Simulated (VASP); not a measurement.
ScCd: vibrations by perturbation theory with PBEsol

ScCd:

```
CELL_PARAMETERS angstrom
3.46257 0.00000 0.00000
0.00000 3.46257 0.00000
0.00000 0.00000 3.46257
ATOMIC_POSITIONS crystal
Sc 0.50000 0.50000 0.50000
Cd 0.00000 0.00000 0.00000
```

```json
{
  "Program": "VASP 6.6.1",
  "Task": "vibrations by perturbation theory",
  "Functional": "PBEsol",
  "Potentials or basis": "VASP PAW PBE potentials, release 64 (Sc_sv, Cd)",
  "Cutoff": "520 eV",
  "k mesh": "12 × 12 × 12",
  "Occupations": "fermi-dirac, width 0.15 eV",
  "Spin": "no spin polarisation",
  "Dipole correction": "no",
  "Further INCAR settings": "ALGO = Normal; EDIFF = 1e-08; IBRION = 8; NSW = 1"
}
```

| Quantity | Value |
| --- | --- |
| Highest phonon frequency at Γ | 184 cm⁻¹ |

Phonon frequencies in cm⁻¹ (negative: imaginary):
```csv
q point,frequencies
"(0.000, 0.000, 0.000)",0 0 0 184 184 184
```

It took 4.9 min on 1 thread of Intel(R) Xeon(R) 6975P-C (Granite Rapids), with other jobs on the host, peak memory 0.43 GiB.

Caveat: the cell stands under pressure or tension, which shifts response properties.
